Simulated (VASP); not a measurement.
CoGe3, 8 atoms in the cell. It takes space group Pm-3m (No. 221, cubic). Conventional cell: a = 3.992 Å, b = 3.992 Å, c = 3.992 Å, α = 90.00°, β = 90.00°, γ = 90.00°. Ge (site symmetry 4/mmm) has 8 Ge at 2.82 Å and 4 Co at 2.82 Å within 3.7 Å. Co (site symmetry m-3m) has 12 Ge at 2.82 Å within 3.7 Å. 

```yaml
Program: VASP 6.6.1
Task: single point
Functional: PBE
Potentials_or_basis: VASP PAW PBE potentials, release 64 (Ge_d, Co)
Cutoff: 520 eV
k_mesh: 10 × 10 × 5
Occupations: gaussian, width 0.1 eV
Spin: collinear spin, antiferromagnetic start
Starting_moments: "[0.0, 0.0, 0.0, 0.0, 0.0, 0.0, 2.0, -2.0] μB"
Dipole_correction: no
Further_INCAR_settings: ALGO = Fast; EDIFF = 1e-06; NBANDS = 65
```

Potentials or basis: VASP PAW PBE potentials, release 64 (Ge_d, Co).

Command:

```sh
$ cat potpaw_PBE.64/Ge_d/POTCAR potpaw_PBE.64/Co/POTCAR > POTCAR
$ mpirun -np 1 vasp_std > vasp.out
```

Hardware: 1 thread of Oxide Virtual Turin-like Processor, with other jobs on the host.

How long does it take, and how much memory?

It took 28 min on 1 thread of Oxide Virtual Turin-like Processor, with other jobs on the host, peak memory 0.56 GiB. Counts: scf iterations 23, k points 28.
